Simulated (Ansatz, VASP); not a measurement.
One calculation of WS2, two programs

Contents of INCAR:

```
SYSTEM = WS2
ALGO = Normal ; EDIFF = 1E-7
ENCUT = 520 ; GGA = PE
ISIF = 2 ; ISMEAR = -1
LASPH = .True. ; LCHARG = .False.
LREAL = .False. ; LWAVE = .False.
NBANDS = 35 ; NELM = 60
PREC = Accurate ; SIGMA = 0.05
```

File KPOINTS:

```
k-points
0
Gamma
  6 6 1
  0 0 0
```

The input POSCAR:

```
WS2
1.0
    3.1832100000      0.0000000000      0.0000000000
   -1.5916000000      2.7567400000      0.0000000000
    0.0000000000      0.0000000000     23.6687600000
W S
2 4
Direct
    0.3333333333      0.6666666667      0.6373200000
    0.6666666667      0.3333333333      0.3626800000
    0.3333333333      0.6666666667      0.2968200000
    0.6666666667      0.3333333333      0.5714400000
    0.3333333333      0.6666666667      0.4285600000
    0.6666666667      0.3333333333      0.7031800000
```

Input for Ansatz:

```yaml
crystal:
  lattice:
    - [3.18321, 0.0, 0.0]
    - [-1.5916, 2.75674, 0.0]
    - [0.0, 0.0, 23.66876]
  atoms:
    - { symbol: W, position: [0.3333333333333333, 0.6666666666666666, 0.63732] }
    - { symbol: W, position: [0.6666666666666666, 0.3333333333333333, 0.36268] }
    - { symbol: S, position: [0.3333333333333333, 0.6666666666666666, 0.29682] }
    - { symbol: S, position: [0.6666666666666666, 0.3333333333333333, 0.57144] }
    - { symbol: S, position: [0.3333333333333333, 0.6666666666666666, 0.42856] }
    - { symbol: S, position: [0.6666666666666666, 0.3333333333333333, 0.70318] }
basis:
  ecutwfc: 476.19925930478996
kpoints:
  mp_grid:
    grid: [6, 6, 1]
hamiltonian:
  xc: pbe
scf:
  occupations:
    method: fermi_dirac
    width: 0.05
output:
  forces: true
  stress: true
```

Alike in both runs: task single point; functional PBE; k mesh 6 × 6 × 1; occupations fermi-dirac, width 0.05 eV; no spin polarisation.

|  | VASP | Ansatz |
| --- | --- | --- |
| version | VASP 6.6.1 | Ansatz 0.2.0 |
| potentials or method | VASP PAW PBE potentials, release 64 (W_sv, S), cutoff 520 eV | plane waves, PAW |
| valence electrons in the cell | 52 | 52 |

|  | VASP | Ansatz | Ansatz less VASP |
| --- | --- | --- | --- |
| rms of the force components (eV/Å) | 0.122 | 0.120 | -0.0016 |

Atom by atom the forces differ by 0.002 eV/Å (rms over components).

Spin-orbit coupling is off throughout.
